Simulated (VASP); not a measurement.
# Hf3F2 (I4/mmm) in VASP: single point with PBE

Aim: the single point of Hf3F2 with PBE.

Everything below comes from runs of VASP 6.6.1. Logs are shortened: lines on timing, memory, paths and dates and some standing lists are left out, and cuts for length are marked.

## 1. The cell of the first run

The structure is tetragonal, space group I4/mmm (No. 139). Conventional cell: a = 5.802 Å, b = 5.802 Å, c = 6.245 Å, α = 90.00°, β = 90.00°, γ = 90.00°. Hf (site symmetry mmm) has 4 Hf at 2.90 to 3.12 Å and 8 F at 3.11 to 3.52 Å within 3.8 Å. Within 2.6 Å of Hf (site symmetry 4/mmm) lie 2 F at 2.00 Å. Within 2.6 Å of F (site symmetry 4mm) lie 1 Hf at 2.00 Å and 1 F at 2.25 Å.

The cell was built from a structure type or drawn by symmetry, and may not be a known phase.

## 2. Single point, PBE

Contents of INCAR:

```
SYSTEM = Hf3F2
ALGO = Normal
EDIFF = 1E-6
ENCUT = 600
GGA = PE
GGA_COMPAT = .False.
ISIF = 2
ISMEAR = 0
LASPH = .True.
LCHARG = .False.
LREAL = .False.
LWAVE = .False.
NBANDS = 30
NELM = 120
PREC = Accurate
SIGMA = 0.2
```

Contents of KPOINTS:

```
k-points
0
Gamma
  4 4 4
  0 0 0
```

Contents of POSCAR:

```
Hf3F2
1.0
   -2.9007558830      2.9007558830      3.1222552370
    2.9007558830     -2.9007558830      3.1222552370
    2.9007558830      2.9007558830     -3.1222552370
Hf F
3 2
Direct
    0.5000000000      0.0000000000      0.5000000000
    0.0000000000      0.5000000000      0.5000000000
    0.0000000000      0.0000000000      0.0000000000
    0.6803929934      0.6803929934      0.0000000000
    0.3196070066      0.3196070066      0.0000000000
```

Potentials or basis: VASP PAW PBE potentials, release 64 (Hf_pv, F).

Started as:

```sh
cat potpaw_PBE.64/Hf_pv/POTCAR potpaw_PBE.64/F/POTCAR > POTCAR
mpirun -np 1 vasp_std > vasp.out
```

OUTCAR:

```text
SYSTEM = Hf3F2
   EDIFF = 1E-6
   ENCUT = 600
   GGA = PE
   ISIF = 2
   ISMEAR = 0
   LASPH = .True.
   LREAL = .False.
   NELM = 120
   PREC = Accurate

 ion  position               nearest neighbor table
   1  0.500  0.000  0.500-   3 2.90   3 2.90   2 3.12   2 3.12
   2  0.000  0.500  0.500-   3 2.90   3 2.90   1 3.12   1 3.12
   3  0.000  0.000  0.000-   4 2.00   5 2.00   1 2.90   2 2.90   2 2.90   1 2.90
   4  0.680  0.680  0.000-   3 2.00
   5  0.320  0.320  0.000-   3 2.00

  LATTYP: Found a body centered tetragonal cell.
 ALAT       =     5.8015117660
 C/A-ratio  =     1.0763591846

  Lattice vectors:

 A1 = (  -2.9007558830,   2.9007558830,   3.1222552370)
 A2 = (   2.9007558830,  -2.9007558830,   3.1222552370)
 A3 = (   2.9007558830,   2.9007558830,  -3.1222552370)

Analysis of symmetry for initial positions (statically):
=====================================================================
 Subroutine PRICEL returns:
 Original cell was already a primitive cell.

 Routine SETGRP: Setting up the symmetry group for a
 body centered tetragonal supercell.

 Subroutine GETGRP returns: Found 16 space group operations
 (whereof 16 operations were pure point group operations)
 out of a pool of 16 trial point group operations.

The static configuration has the point symmetry D_4h.

Analysis of symmetry for dynamics (positions and initial velocities):
=====================================================================
 Subroutine PRICEL returns:
 Original cell was already a primitive cell.

 Routine SETGRP: Setting up the symmetry group for a
 body centered tetragonal supercell.

 Subroutine GETGRP returns: Found 16 space group operations
 (whereof 16 operations were pure point group operations)
 out of a pool of 16 trial point group operations.

The dynamic configuration has the point symmetry D_4h.

 Subroutine INISYM returns: Found 16 space group operations
 (whereof 16 operations are pure point group operations),
 and found     1 'primitive' translations

----------------------------------------------------------------------------------------

                                     Primitive cell

  volume of cell :     105.0874

  direct lattice vectors                    reciprocal lattice vectors
    -2.900755883  2.900755883  3.122255237     0.000000000  0.172368865  0.160140655
     2.900755883 -2.900755883  3.122255237     0.172368865  0.000000000  0.160140655
     2.900755883  2.900755883 -3.122255237     0.172368865  0.172368865  0.000000000

  length of vectors
     5.155312517  5.155312517  5.155312517     0.235278676  0.235278676  0.243766387

  position of ions in fractional coordinates (direct lattice)
     0.500000000  0.000000000  0.500000000
     0.000000000  0.500000000  0.500000000
     0.000000000  0.000000000  0.000000000
     0.680392993  0.680392993  0.000000000
     0.319607007  0.319607007  0.000000000

  ion indices of the primitive-cell ions
   primitive index   ion index
                 1           1
                 2           2
                 3           3
                 4           4
                 5           5

----------------------------------------------------------------------------------------

 KPOINTS: k-points

Automatic generation of k-mesh.
 Grid dimensions read from file:
 generate k-points for:    4    4    4

 Generating k-lattice:

  Cartesian coordinates                     Fractional coordinates (reciprocal lattice)
     0.000000000  0.043092216  0.040035164     0.250000000 -0.000000000  0.000000000
     0.043092216  0.000000000  0.040035164    -0.000000000  0.250000000  0.000000000
     0.043092216  0.043092216  0.000000000     0.000000000  0.000000000  0.250000000

  Length of vectors
     0.058819669  0.058819669  0.060941597

  Shift w.r.t. Gamma in fractional coordinates (k-lattice)
     0.000000000  0.000000000  0.000000000

 Subroutine IBZKPT returns following result:
 ===========================================

 Found     13 irreducible k-points:

 Following reciprocal coordinates:
            Coordinates               Weight
  0.000000  0.000000  0.000000      1.000000
  0.250000  0.000000  0.000000      8.000000
  0.500000  0.000000  0.000000      4.000000
  0.250000  0.250000  0.000000      8.000000
  0.500000  0.250000 -0.000000     16.000000
 -0.250000  0.250000  0.000000      4.000000
  0.500000  0.500000  0.000000      2.000000
  0.250000  0.250000  0.250000      2.000000
 -0.250000  0.250000  0.250000      4.000000
  0.500000  0.500000  0.250000      4.000000
 -0.250000  0.500000  0.250000      8.000000
 -0.250000 -0.250000  0.250000      2.000000
  0.500000  0.500000  0.500000      1.000000
   k-points           NKPTS =     13   k-points in BZ     NKDIM =     13   number of bands    NBANDS=     30
   number of dos      NEDOS =    301   number of ions     NIONS =      5
   total plane-waves  NPLWV =  74088
   dimension x,y,z NGX =    42 NGY =   42 NGZ =   42
   dimension x,y,z NGXF=    84 NGYF=   84 NGZF=   84
   ions per type =               3   2
   NGX,Y,Z   is equivalent  to a cutoff of  13.54, 13.54, 13.54 a.u.
   NGXF,Y,Z  is equivalent  to a cutoff of  27.09, 27.09, 27.09 a.u.
 SYSTEM =  Hf3F2
   PREC   = accura    normal or accurate (medium, high low for compatibility)
   ISTART =      0    job   : 0-new  1-cont  2-samecut
   ICHARG =      2    charge: 1-file 2-atom 10-const
   ISPIN  =      1    spin polarized calculation?
   LNONCOLLINEAR =      F non collinear calculations
   LSORBIT =      F    spin-orbit coupling
   LASPH  =      T    aspherical Exc in radial PAW
   ENCUT  =  600.0 eV  44.10 Ry    6.64 a.u.  10.30 10.30 10.30*2*pi/ulx,y,z
   NELM   =    120;   NELMIN=  2; NELMDL= -5     # of ELM steps
   EDIFF  = 0.1E-05   stopping-criterion for ELM
   LREAL  =      F    real-space projection
   EDIFFG = 0.1E-04   stopping-criterion for IOM
   NSW    =      0    number of steps for IOM
   IBRION =     -1    ionic relax: 0-MD 1-quasi-New 2-CG
   NFREE  =      0    steps in history (QN), initial steepest desc. (CG)
   ISIF   =      2    stress and relaxation
   ISYM   =      2    0-nonsym 1-usesym 2-fastsym
   POTIM  = 0.5000    time-step for ionic-motion
   TEBEG  =    0.0;   TEEND  =   0.0 temperature during run
   PSTRESS=    0.0 pullay stress
   NELECT =      44.0000    total number of electrons
   NUPDOWN=      -1.0000    fix difference up-down
   EMIN   =  10.00;   EMAX   =-10.00  energy-range for DOS
   EFERMI =   0.00;   METHOD = LEGACY
   ISMEAR =     0;   SIGMA  =   0.20  broadening in eV -4-tet -1-fermi 0-gaus
   EFERMI_NEDOS =   21; number of points for ismear=-14 and -15
   IALGO  =     38    algorithm
   IMIX   =      4    mixing-type and parameters
     AMIX     =   0.40;   BMIX     =  1.00
     AMIX_MAG =   1.60;   BMIX_MAG =  1.00
  volume/ion in A,a.u.               =      21.02       141.83
  Fermi-wavevector in a.u.,A,eV,Ry     =   1.224735  2.314414 20.408411  1.499976
  Thomas-Fermi vector in A             =   2.359799
   LORBIT       =      0    0 simple, 1 ext, 2 COOP (PROOUT), +10 PAW based schemes
   GGA     = PE    functional components
   LHFCALC =     F    Hartree Fock is set to
   AEXX    =    0.0000 exact exchange contribution
   IVDW    =     0    specifies the selected vdW correction
   LEPSILON=     F    determine dielectric tensor
   LRPA    =     F    only Hartree local field effects (RPA)
 non-spin polarized calculation
 Gauss-broadening in eV      SIGMA  =   0.20
  energy-cutoff  :      600.00
  volume of cell :      105.09
 maximum number of plane-waves:      3526
 NGX is ok and might be reduce to    42
   NGX = 21   NGY = 21   NGZ = 21

 number of electron      44.0000004 magnetization

 Free energy of the ion-electron system (eV)
  ---------------------------------------------------
  ext. energy  EPLUGINS =         0.00000000
  ---------------------------------------------------
  free energy    TOTEN  =       -35.68513600 eV

  energy without entropy =      -35.60584785  energy(sigma->0) =      -35.64549192

 E-fermi :   3.1762     XC(G=0):  -9.9677

 val. band max:        3.1343948684   @ k =  -0.2500   0.5000   0.2500
 cond. band min:       3.2686513830   @ k =   0.2500   0.2500   0.0000
 fundamental gap:      0.1342565146
 Fermi energy:         3.1761677996

 k-point     1 :       0.0000    0.0000    0.0000
  band No.  band energies     occupation
      1     -28.4990      2.00000
      2     -28.4990      2.00000
      3     -28.3366      2.00000
      4     -28.3096      2.00000
      5     -28.3096      2.00000
      6     -28.0949      2.00000
[... 22 lines left out ...]
     29       6.8116      0.00000
     30       7.1343      0.00000

 k-point     2 :       0.2500    0.0000    0.0000
  band No.  band energies     occupation
      1     -28.5003      2.00000
      2     -28.4984      2.00000
      3     -28.3107      2.00000
      4     -28.2738      2.00000
      5     -28.2145      2.00000
      6     -28.1020      2.00000
[... 22 lines left out ...]
     29       5.7621      0.00000
     30       6.5568      0.00000

 k-point     3 :       0.5000    0.0000    0.0000
  band No.  band energies     occupation
      1     -28.5024      2.00000
      2     -28.4978      2.00000
      3     -28.3118      2.00000
      4     -28.1562      2.00000
      5     -28.1158      2.00000
      6     -28.0875      2.00000
[... 22 lines left out ...]
     29       4.9009      0.00000
     30       5.5216      0.00000

 k-point     4 :       0.2500    0.2500    0.0000
  band No.  band energies     occupation
      1     -28.5082      2.00000
      2     -28.4935      2.00000
      3     -28.2196      2.00000
      4     -28.2097      2.00000
      5     -28.1570      2.00000
      6     -28.1145      2.00000
[... 253 lines left out ...]
     29       5.3782      0.00000
     30       6.1375      0.00000

 k-point    12 :      -0.2500   -0.2500    0.2500
  band No.  band energies     occupation
      1     -28.5043      2.00000
      2     -28.5043      2.00000
      3     -28.3062      2.00000
      4     -28.3062      2.00000
      5     -28.1794      2.00000
      6     -28.1134      2.00000
[... 22 lines left out ...]
     29       5.8911      0.00000
     30       6.5758      0.00000

 k-point    13 :       0.5000    0.5000    0.5000
  band No.  band energies     occupation
      1     -28.5147      2.00000
      2     -28.5147      2.00000
      3     -28.3722      2.00000
      4     -28.2973      2.00000
      5     -28.2973      2.00000
      6     -28.0530      2.00000
[... 22 lines left out ...]
     29       5.4224      0.00000
     30       5.6707      0.00000

------------------------ aborting loop because EDIFF is reached ----------------------------------------

  FORCE on cell =-STRESS in cart. coord.  units (eV):
  Direction    XX          YY          ZZ          XY          YZ          ZX
  --------------------------------------------------------------------------------------
  -------------------------------------------------------------------------------------
  Total       -0.3286679     -0.3286679     -0.6253520      0.0000000      0.0000000     -0.0000000
  in kB       -5.0109164     -5.0109164     -9.5342018      0.0000000      0.0000000     -0.0000000
  external PRESSURE =      -6.5186782 kB  Pullay stress =       0.0000000 kB

 VOLUME and BASIS-vectors are now :
 -----------------------------------------------------------------------------
  energy-cutoff  :      600.00
  volume of cell :      105.09
      direct lattice vectors                 reciprocal lattice vectors
    -2.900755883  2.900755883  3.122255237     0.000000000  0.172368865  0.160140655
     2.900755883 -2.900755883  3.122255237     0.172368865  0.000000000  0.160140655
     2.900755883  2.900755883 -3.122255237     0.172368865  0.172368865  0.000000000

 POSITION                                       TOTAL-FORCE (eV/Angst)
 -----------------------------------------------------------------------------------
      0.00000      2.90076      0.00000         0.000000      0.000000     -0.000000
      2.90076      0.00000      0.00000         0.000000      0.000000     -0.000000
      0.00000      0.00000      0.00000         0.000000      0.000000     -0.000000
      0.00000      0.00000      4.24872        -0.000000     -0.000000      0.145580
      0.00000      0.00000      1.99579         0.000000      0.000000     -0.145580
 -----------------------------------------------------------------------------------
    total drift:                                0.000000      0.000000     -0.000000

  FREE ENERGIE OF THE ION-ELECTRON SYSTEM (eV)
  ---------------------------------------------------
  free  energy   TOTEN  =       -35.6851359983 eV

  energy  without entropy=      -35.6058478474  energy(sigma->0) =      -35.64549192
```

Wall time 91 s (1 thread of Intel Xeon 8259CL, shared host); peak memory 0.27 GiB.

What came out:

```yaml
Free_energy: -35.6851 eV
Pressure: -0.7 GPa
Largest_force: 0.146 eV/Å
Band_gap_on_the_k_mesh: zero (bands 22 and 23 overlap by 0.83 eV)
```

Forces in eV/Å, atoms in the order of the input:
```
Hf   0.000  0.000  0.000
Hf   0.000  0.000  0.000
Hf   0.000  0.000  0.000
F    0.000  0.000  0.146
F    0.000  0.000 -0.146
```

Caveat: the k points lie up to 0.37 Å⁻¹ apart, too coarse for converged energies and pressures of a metal; spin-orbit coupling is left out, which moves the levels of the heavy elements.
